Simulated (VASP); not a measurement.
# SnMo: single point with PBE

The system is SnMo.

```
CELL_PARAMETERS angstrom
0.00000 2.92431 2.92431
2.92431 0.00000 2.92431
2.92431 2.92431 0.00000
ATOMIC_POSITIONS crystal
Sn 0.75000 0.75000 0.75000
Mo 0.00000 0.00000 0.00000
```

| Quantity | Value |
| --- | --- |
| Program | VASP 6.6.1 |
| Task | single point |
| Functional | PBE |
| Potentials or basis | VASP PAW PBE potentials, release 64 (Sn_d, Mo_sv) |
| Cutoff | 520 eV |
| k mesh | 6 × 6 × 6 |
| Occupations | gaussian, width 0.1 eV |
| Spin | no spin polarisation |

```yaml
Pressure: 15.3 GPa
Band_gap_on_the_k_mesh: zero (band 14 reaches 7.17 eV, above the bottom of band 15 at 6.88 eV)
```

Levels at points of the mesh, in eV from the Fermi level:
| k point | band 11 | band 12 | band 13 | band 14 | band 15 | band 16 | band 17 | band 18 |
| --- | --- | --- | --- | --- | --- | --- | --- | --- |
| (0.00, 0.00, 0.00) | -2.17 | -2.17 | -2.17 | -0.04 | -0.04 | 5.85 | 7.62 | 7.62 |
| (0.50, 0.00, 0.00) | -3.04 | -1.84 | -1.84 | 0.18 | 0.18 | 0.67 | 4.76 | 4.76 |
| (0.50, 0.50, 0.00) | -3.65 | -0.67 | -0.55 | -0.55 | 0.22 | 1.16 | 1.67 | 1.67 |

It took 36 s on 1 thread of AMD EPYC 7R13 (shared host), peak memory 0.15 GiB.

Caveat: spin-orbit coupling is left out, which moves the levels of the heavy elements.
